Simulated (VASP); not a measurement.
# Ta (Fm-3m) in VASP: further runs

Runs on Ta. Level: PBE. Tasks: single point, relaxation of cell and atoms.

Program: VASP 6.6.1. These are calculated values, not measurements. Logs are shortened: lines on timing, memory, paths and dates and some standing lists are left out, and cuts for length are marked.

**1. The cell of the first run**

It takes space group Fm-3m (No. 225, cubic). The conventional cell has a = 4.172 Å, b = 4.172 Å, c = 4.172 Å, α = 90.00°, β = 90.00°, γ = 90.00°. Within 3.9 Å of Ta (site symmetry m-3m) lie 12 Ta at 2.95 Å.

This isn't the form of Ta at room conditions, which is bcc.

**2. Single point, PBE**

INCAR reads:

```
ALGO     = Fast           # electronic algorithm
EDIFF    = 1E-7           # SCF threshold, eV
ENCUT    = 520            # plane-wave cutoff, eV
GGA      = PE             # functional
ISIF     = 2              # what is computed and relaxed
ISMEAR   = 0              # smearing method
LASPH    = T              # aspherical terms in the spheres
LCHARG   = F              # write CHGCAR
LREAL    = F              # projectors in reciprocal space
LWAVE    = F              # write WAVECAR
NBANDS   = 12             # bands
NELM     = 60             # most SCF steps
PREC     = Accurate       # precision mode
SIGMA    = 0.1            # smearing width, eV
```

KPOINTS reads:

```
k-points
0
Gamma
  8 8 8
```

POSCAR reads:

```
Ta
1.0
    0.0000000000      2.0859058039      2.0859058039
    2.0859058039      0.0000000000      2.0859058039
    2.0859058039      2.0859058039      0.0000000000
Ta
1
Direct
    0.0000000000      0.0000000000      0.0000000000
```

Potentials or basis: VASP PAW PBE potentials, release 64 (Ta_pv).

The run is started by

```bash
> cat potpaw_PBE.64/Ta_pv/POTCAR > POTCAR
> mpirun -np 1 vasp_std > vasp.out
```

OUTCAR:

```text
EDIFF = 1E-7
   ENCUT = 520
   GGA = PE
   ISIF = 2
   ISMEAR = 0
   LASPH = T
   LREAL = F
   NELM = 60
   PREC = Accurate

 ion  position               nearest neighbor table
   1  0.000  0.000  0.000-

  LATTYP: Found a face centered cubic cell.
 ALAT       =     4.1718116078

  Lattice vectors:

 A1 = (   0.0000000000,   2.0859058039,   2.0859058039)
 A2 = (   2.0859058039,   0.0000000000,   2.0859058039)
 A3 = (   2.0859058039,   2.0859058039,   0.0000000000)

Analysis of symmetry for initial positions (statically):
=====================================================================
 Subroutine PRICEL returns:
 Original cell was already a primitive cell.

 Routine SETGRP: Setting up the symmetry group for a
 face centered cubic supercell.

 Subroutine GETGRP returns: Found 48 space group operations
 (whereof 48 operations were pure point group operations)
 out of a pool of 48 trial point group operations.

The static configuration has the point symmetry O_h .

Analysis of symmetry for dynamics (positions and initial velocities):
=====================================================================
 Subroutine PRICEL returns:
 Original cell was already a primitive cell.

 Routine SETGRP: Setting up the symmetry group for a
 face centered cubic supercell.

 Subroutine GETGRP returns: Found 48 space group operations
 (whereof 48 operations were pure point group operations)
 out of a pool of 48 trial point group operations.

The dynamic configuration has the point symmetry O_h .

 Subroutine INISYM returns: Found 48 space group operations
 (whereof 48 operations are pure point group operations),
 and found     1 'primitive' translations

----------------------------------------------------------------------------------------

                                     Primitive cell

  volume of cell :      18.1516

  direct lattice vectors                    reciprocal lattice vectors
     0.000000000  2.085905804  2.085905804    -0.239704017  0.239704017  0.239704017
     2.085905804  0.000000000  2.085905804     0.239704017 -0.239704017  0.239704017
     2.085905804  2.085905804  0.000000000     0.239704017  0.239704017 -0.239704017

  length of vectors
     2.949916278  2.949916278  2.949916278     0.415179536  0.415179536  0.415179536

  position of ions in fractional coordinates (direct lattice)
     0.000000000  0.000000000  0.000000000

  ion indices of the primitive-cell ions
   primitive index   ion index
                 1           1

----------------------------------------------------------------------------------------

[... 76 lines left out ...]
   ISYM   =      2    0-nonsym 1-usesym 2-fastsym
   POTIM  = 0.5000    time-step for ionic-motion
   TEBEG  =    0.0;   TEEND  =   0.0 temperature during run
   PSTRESS=    0.0 pullay stress
   NELECT =      11.0000    total number of electrons
   NUPDOWN=      -1.0000    fix difference up-down
   EMIN   =  10.00;   EMAX   =-10.00  energy-range for DOS
   EFERMI =   0.00;   METHOD = LEGACY
   ISMEAR =     0;   SIGMA  =   0.10  broadening in eV -4-tet -1-fermi 0-gaus
   EFERMI_NEDOS =   21; number of points for ismear=-14 and -15
   IALGO  =     68    algorithm
   IMIX   =      4    mixing-type and parameters
     AMIX     =   0.40;   BMIX     =  1.00
     AMIX_MAG =   1.60;   BMIX_MAG =  1.00
  volume/ion in A,a.u.               =      18.15       122.49
  Fermi-wavevector in a.u.,A,eV,Ry     =   1.385376  2.617981 26.113213  1.919267
  Thomas-Fermi vector in A             =   2.509792
   LORBIT       =      0    0 simple, 1 ext, 2 COOP (PROOUT), +10 PAW based schemes
   GGA     = PE    functional components
   LHFCALC =     F    Hartree Fock is set to
   AEXX    =    0.0000 exact exchange contribution
   IVDW    =     0    specifies the selected vdW correction
   LEPSILON=     F    determine dielectric tensor
   LRPA    =     F    only Hartree local field effects (RPA)
 non-spin polarized calculation
 RMM-DIIS sequential band-by-band and
 Gauss-broadening in eV      SIGMA  =   0.10
  energy-cutoff  :      520.00
  volume of cell :       18.15
 maximum number of plane-waves:       531
 NGX is ok and might be reduce to    24
   NGX = 11   NGY = 11   NGZ = 11

 number of electron      11.0000001 magnetization

 Free energy of the ion-electron system (eV)
  ---------------------------------------------------
  ext. energy  EPLUGINS =         0.00000000
  ---------------------------------------------------
  free energy    TOTEN  =       -11.54213069 eV

  energy without entropy =      -11.53113237  energy(sigma->0) =      -11.53663153

 E-fermi :   5.7764     XC(G=0): -12.5841

 val. band max:        5.7465151707   @ k =   0.3750   0.2500   0.1250
 cond. band min:       5.8142279551   @ k =   0.3750   0.1250   0.0000
 fundamental gap:      0.0677127844
 Fermi energy:         5.7764123391

 k-point     1 :       0.0000    0.0000    0.0000
  band No.  band energies     occupation
      1     -27.7109      2.00000
      2     -27.7109      2.00000
      3     -27.7109      2.00000
      4      -2.4645      2.00000
      5       6.2372      0.00000
      6       6.2372      0.00000
      7       6.2372      0.00000
      8       9.3724      0.00000
      9       9.3724      0.00000
     10      18.3749      0.00000
     11      20.0239      0.00000
     12      23.3879      0.00000
[... 331 lines left out ...]
 k-point    24 :      -0.3750    0.2500    0.1250
  band No.  band energies     occupation
      1     -28.6922      2.00000
      2     -28.1648      2.00000
      3     -27.9576      2.00000
      4       2.5954      2.00000
      5       4.0664      2.00000
      6       5.5972      1.98875
      7       7.4173      0.00000
      8      11.2435      0.00000
      9      14.0487      0.00000
     10      15.1779      0.00000
     11      20.0276      0.00000
     12      21.1901      0.00000

 [... further k-points ...]
[... 5 lines left out ...]
  --------------------------------------------------------------------------------------
  -------------------------------------------------------------------------------------
  Total        1.0205835      1.0205835      1.0205835      0.0000000      0.0000000      0.0000000
  in kB       90.0834618     90.0834618     90.0834618      0.0000000      0.0000000      0.0000000
  external PRESSURE =      90.0834618 kB  Pullay stress =       0.0000000 kB

 VOLUME and BASIS-vectors are now :
 -----------------------------------------------------------------------------
  energy-cutoff  :      520.00
  volume of cell :       18.15
      direct lattice vectors                 reciprocal lattice vectors
     0.000000000  2.085905804  2.085905804    -0.239704017  0.239704017  0.239704017
     2.085905804  0.000000000  2.085905804     0.239704017 -0.239704017  0.239704017
     2.085905804  2.085905804  0.000000000     0.239704017  0.239704017 -0.239704017

 POSITION                                       TOTAL-FORCE (eV/Angst)
 -----------------------------------------------------------------------------------
      0.00000      0.00000      0.00000         0.000000      0.000000      0.000000
 -----------------------------------------------------------------------------------
    total drift:                               -0.000000      0.000000      0.000000

  FREE ENERGIE OF THE ION-ELECTRON SYSTEM (eV)
  ---------------------------------------------------
  free  energy   TOTEN  =       -11.5421306922 eV

  energy  without entropy=      -11.5311323724  energy(sigma->0) =      -11.53663153
```

OSZICAR:

```text
N       E                     dE             d eps       ncg     rms          rms(c)
DAV:   1     0.618368686356E+02    0.61837E+02   -0.60379E+03   696   0.861E+02
DAV:   2    -0.110530661518E+02   -0.72890E+02   -0.70991E+02   760   0.246E+02
DAV:   3    -0.120286728317E+02   -0.97561E+00   -0.97117E+00   836   0.269E+01
DAV:   4    -0.120315650634E+02   -0.28922E-02   -0.28895E-02   772   0.160E+00
DAV:   5    -0.120315757247E+02   -0.10661E-04   -0.10662E-04   824   0.934E-02    0.130E+01
RMM:   6    -0.116621478520E+02    0.36943E+00   -0.24749E-01   739   0.422E+00    0.634E+00
RMM:   7    -0.115425926651E+02    0.11956E+00   -0.28130E-01   770   0.438E+00    0.375E-01
RMM:   8    -0.115420465235E+02    0.54614E-03   -0.11606E-02   818   0.100E+00    0.293E-01
RMM:   9    -0.115421663899E+02   -0.11987E-03   -0.15354E-03   842   0.358E-01    0.646E-02
RMM:  10    -0.115421310506E+02    0.35339E-04   -0.20211E-04   858   0.123E-01    0.140E-02
RMM:  11    -0.115421298478E+02    0.12028E-05   -0.31129E-05   870   0.488E-02    0.284E-03
RMM:  12    -0.115421302962E+02   -0.44833E-06   -0.34481E-06   824   0.143E-02    0.156E-03
RMM:  13    -0.115421304472E+02   -0.15101E-06   -0.10354E-06   713   0.710E-03    0.151E-03
RMM:  14    -0.115421306567E+02   -0.20956E-06   -0.17104E-07   572   0.339E-03    0.212E-03
RMM:  15    -0.115421306922E+02   -0.35466E-07   -0.89651E-08   522   0.222E-03
   1 F= -.11542131E+02 E0= -.11536632E+02  d E =-.109983E-01
```

Run time: 3.9 s. Hardware: 1 thread of Intel Xeon 6975P-C (Granite Rapids), shared host; peak memory 0.14 GiB.

What came out:

| Item | Value |
| --- | --- |
| Free energy | -11.5421 eV |
| Pressure | 9.0 GPa |
| Band gap on the k mesh | zero (an odd number of electrons rules out a gap without spin polarisation) |

Levels at points of the mesh, in eV from the Fermi level:
```
           k point  band 2  band 3  band 4  band 5  band 6  band 7  band 8  band 9
(0.00, 0.00, 0.00)  -33.49  -33.49   -8.24    0.46    0.46    0.46    3.60    3.60
(0.50, 0.00, 0.00)  -33.64  -33.64   -4.73    0.22    0.22    0.82    6.04    6.04
(0.50, 0.50, 0.00)  -33.90  -33.90   -4.56   -3.48    3.12    6.03    6.77    6.77
```

Caveat: the cell stands under pressure; spin-orbit coupling is left out, which moves the levels of the heavy elements.

**3. Single point, PBE**

This run uses another cell than the first one, of 18.97 Å³/atom.

INCAR reads:

```
SYSTEM = Ta
PREC     = Accurate       ! precision mode
ENCUT    = 520            ! plane-wave cutoff, eV
EDIFF    = 1E-6           ! SCF threshold, eV
ISMEAR   = 0              ! smearing method
SIGMA    = 0.1            ! smearing width, eV
LREAL    = .FALSE.        ! projectors in reciprocal space
LASPH    = .TRUE.         ! aspherical terms in the spheres
NELM     = 100            ! most SCF steps
ALGO     = Normal         ! electronic algorithm
ISIF     = 2              ! what is computed and relaxed
LWAVE    = .FALSE.        ! write WAVECAR
LCHARG   = .TRUE.         ! write CHGCAR
GGA      = PE             ! functional
LELF     = .TRUE.         ! ELF
LVHAR    = .TRUE.       
NBANDS   = 12             ! bands
```

KPOINTS reads:

```
Automatic mesh
0
G
  8 8 8
  0 0 0
```

POSCAR reads:

```
Ta
1.0
    0.0000000000      2.1167100431      2.1167100431
    2.1167100431      0.0000000000      2.1167100431
    2.1167100431      2.1167100431      0.0000000000
Ta
1
Direct
    0.0000000000      0.0000000000      0.0000000000
```

Potentials or basis: VASP PAW PBE potentials, release 64 (Ta_pv).

The run is started by

```bash
> cat potpaw_PBE.64/Ta_pv/POTCAR > POTCAR
> mpirun -np 1 vasp_std > vasp.out
```

It took 3.4 s on 1 thread of Intel Xeon 6975P-C (Granite Rapids), shared host; peak memory 0.13 GiB.

The run converged. Its results:

```yaml
Free_energy: -11.5646 eV
Pressure: 0.0 GPa
Band_gap_on_the_k_mesh: zero (an odd number of electrons rules out a gap without spin polarisation)
```

Levels at points of the mesh, in eV from the Fermi level:
```tsv
k point	band 1	band 2	band 3	band 4	band 5	band 6	band 7	band 8	band 9	band 10
(0.00, 0.00, 0.00)	-33.67	-33.67	-33.67	-8.07	0.46	0.46	0.46	3.41	3.41	12.46
(0.50, 0.00, 0.00)	-34.65	-33.80	-33.80	-4.56	0.24	0.24	0.66	5.71	5.71	9.87
(0.50, 0.50, 0.00)	-34.59	-34.02	-34.02	-4.32	-3.28	2.85	5.69	6.38	6.38	10.99
```

Caveat: spin-orbit coupling is left out, which moves the levels of the heavy elements.

**4. Relaxation of cell and atoms, PBE**

INCAR reads:

```
PREC = Accurate ; ENCUT = 600
EDIFF = 1E-7 ; ISMEAR = 0
SIGMA = 0.1 ; LREAL = False
LASPH = True ; NELM = 100
ALGO = Normal ; ISIF = 3
LWAVE = False ; LCHARG = False
GGA = PE ; IBRION = 2
NSW = 90 ; EDIFFG = -0.04
```

KPOINTS reads:

```
Automatic mesh
0
Gamma
  8 8 8
```

POSCAR reads:

```
Ta
1.0
    0.0000000000      2.0859058039      2.0859058039
    2.0859058039      0.0000000000      2.0859058039
    2.0859058039      2.0859058039      0.0000000000
Ta
1
Direct
    0.0000000000      0.0000000000      0.0000000000
```

The run is started by

```bash
> cat potpaw_PBE.64/Ta_pv/POTCAR > POTCAR
> mpirun -np 1 vasp_std > vasp.out
```

Run time: 5.9 s. Hardware: 1 thread of Intel Xeon 6975P-C (Granite Rapids), shared host; peak memory 0.14 GiB.

It converged, with:

* Free energy: -11.5647 eV
* Relaxed volume: 18.99 Å³/atom
* Relaxed cell: a = 2.995 Å, b = 2.995 Å, c = 2.995 Å, α = 60.00°, β = 60.00°, γ = 60.00°
* Space group after relaxing (to 0.1 Å): Fm-3m (No. 225)
* Energy gained by relaxing: 22.3 meV/atom
* Ionic steps: 3
* Pressure after relaxing: -0.3 GPa
* Band gap on the k mesh: zero (an odd number of electrons rules out a gap without spin polarisation)

Step by step:
| step | energy change (eV) | largest force (eV/Å) | pressure (GPa) | volume (Å³) |
| --- | --- | --- | --- | --- |
| 1 | 0.0000 | 0.0000 | 9.03 | 18.15 |
| 2 | 0.0874 | 0.0000 | -16.21 | 20.97 |
| 3 | -0.0223 | 0.0000 | -0.26 | 18.99 |

Final structure:
```
Ta
1.0
     0.00000    2.11770    2.11770
     2.11770    0.00000    2.11770
     2.11770    2.11770    0.00000
Ta
1
Direct
  0.00000 0.00000 0.00000
```

Levels at points of the mesh, in eV from the Fermi level:
```
           k point  band 3  band 4  band 5  band 6  band 7  band 8
(0.00, 0.00, 0.00)  -33.67   -8.06    0.46    0.46    0.46    3.41
(0.50, 0.00, 0.00)  -33.80   -4.55    0.24    0.24    0.66    5.70
(0.50, 0.50, 0.00)  -34.03   -4.31   -3.27    2.84    5.68    6.37
```

Caveat: spin-orbit coupling is left out, which moves the levels of the heavy elements.

**5. Summary**

| task | cell | cutoff (eV) | gap on the mesh (eV) | pressure (GPa) |
| --- | --- | --- | --- | --- |
| single point | a = 2.950 Å, angles 60.0°, 1 atom | 520 | none | 9.0 |
| single point | a = 2.993 Å, angles 60.0°, 1 atom | 520 | none | 0.0 |
| relaxation of cell and atoms | relaxed from a = 2.950 Å, angles 60.0°, 1 atom | 600 | none | -0.3 |

Alike in all rows: level PBE; potentials or basis VASP PAW PBE potentials, release 64 (Ta_pv); no spin polarisation; k mesh 8 × 8 × 8; smearing gaussian 0.1 eV.

Caveats: spin-orbit coupling is left out, which moves the levels of the heavy elements; the cell stands under pressure (at least some runs).

Total energies depend on the potentials used, so only differences within one code and one set of settings carry meaning.
